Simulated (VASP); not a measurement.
Crystal: BAs.

```
B As
1.0
     2.93437    0.00000    0.00000
     0.00000    2.93437    0.00000
     0.00000    0.00000    2.93437
B As
1 1
Cartesian
  1.4672 1.4672 1.4672
  0.0000 0.0000 0.0000
```

| Property | Result |
| --- | --- |
| Program | VASP 6.6.1 |
| Task | relaxation of cell and atoms |
| Functional | PBEsol-based screened hybrid with 25 % exact exchange |
| Potentials or basis | VASP PAW PBE potentials, release 64 (B, As) |
| Cutoff | 600 eV |
| k mesh | 5 × 5 × 5 |
| Occupations | fermi-dirac, width 0.05 eV |
| Spin | no spin polarisation |

At the start: pressure -8.7 GPa; volume 12.63 Å³/atom.

**Question.** How do energy, volume and symmetry change on relaxing?

**Answer.** Over 3 steps the energy falls by 26.8 meV/atom and the volume is 11.72 Å³/atom (-7.2 %); space group Pm-3m (No. 221, to 0.1 Å) before and after.

The path:
```tsv
step	energy change (eV)	largest force (eV/Å)	pressure (GPa)	volume (Å³)
1	0.0000	0.0000	-8.72	25.27
2	-0.0465	0.0000	3.96	22.84
3	-0.0536	0.0000	-0.12	23.44
```

Final structure:
```
B As
1.0
     2.86181    0.00000    0.00000
     0.00000    2.86181    0.00000
     0.00000    0.00000    2.86181
B As
1 1
Cartesian
  1.4309 1.4309 1.4309
  0.0000 0.0000 0.0000
```

Caveat: the k points lie up to 0.44 Å⁻¹ apart in the final cell, too coarse for converged energies and pressures of a metal; the PAW data sets were made with another functional, which shifts forces and pressure a little.
